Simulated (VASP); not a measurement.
Wanted: the native input for a VASP 6.6.1 run.

```
Task                   : single point
Functional             : PBE
Potentials or basis    : VASP PAW PBE potentials, release 64 (Ni)
Cutoff                 : 520 eV
k mesh                 : 20 × 20 × 20
Occupations            : gaussian, width 0.1 eV
Spin                   : collinear spin, ferromagnetic start
Starting moments       : [0.81] μB
Dipole correction      : no
Further INCAR settings : ALGO = Normal; EDIFF = 1e-06; NBANDS = 15
```

The structure of Ni lies in POSCAR:

```
Ni
1.0
    0.0000000000      1.7592606538      1.7592606538
    1.7592606538      0.0000000000      1.7592606538
    1.7592606538      1.7592606538      0.0000000000
Ni
1
Direct
    0.0000000000      0.0000000000      0.0000000000
```

The input as run:

INCAR

```
ALGO = Normal
EDIFF = 1E-6
ENCUT = 520
GGA = PE
ISIF = 2
ISMEAR = 0
ISPIN = 2
LASPH = T
LCHARG = F
LMAXMIX = 4
LORBIT = 11
LREAL = F
LWAVE = F
MAGMOM = 0.81
NBANDS = 15
NELM = 150
PREC = Accurate
SIGMA = 0.1
```

KPOINTS

```
k-points
0
Gamma
  20 20 20
```

Potentials or basis: VASP PAW PBE potentials, release 64 (Ni).

Launch:

```sh
$ cat potpaw_PBE.64/Ni/POTCAR > POTCAR
$ mpirun -np 1 vasp_std > vasp.out
```

Results of the run:

| Item | Value |
| --- | --- |
| Pressure | 0.0 GPa |
| Net moment | 0.63 μB per cell |
| Site moments | Ni +0.64 μB |
| Valence electrons inside the program's atomic spheres | Ni 9.31 |

It took 55 s on 1 thread of Intel(R) Xeon(R) Platinum 8488C (Sapphire Rapids), on a shared host, peak memory 0.18 GiB.
